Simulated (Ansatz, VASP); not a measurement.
## Two plane-wave programs on AlCo

```
Al Co
1.0
     3.16840    0.00000    0.00000
     0.00000    3.16840    0.00000
     0.00000    0.00000    2.24006
Al Co
1 1
Direct
  0.00000 0.00000 0.00000
  0.50000 0.50000 0.50000
```

Alike in both runs: task single point; functional PBEsol; k mesh 24 × 24 × 24; occupations gaussian, width 0.15 eV; no spin polarisation.

|  | VASP | Ansatz |
| --- | --- | --- |
| version | VASP 6.6.1 | Ansatz 0.2.0 |
| potentials or method | VASP PAW PBE potentials, release 64 (Al, Co), cutoff 520 eV | scalar-relativistic, plane waves, PAW |
| valence electrons in the cell | 12 | 20 |

```csv
,VASP,Ansatz,Ansatz less VASP
gap on the k mesh at the Fermi level (eV),none,none,-
pressure (GPa),21.4,21.3,-0.10
"traceless stress, the component that is largest in VASP (GPa)",65.66,65.70,+0.041
```

VASP's potentials were made for PBE, not for PBEsol. A gap of «none» marks a metal or a gap that the smearing closes. VASP's potentials hold 12 valence electrons a cell and Ansatz's 20, so a difference there can come from the potentials and not from the codes.
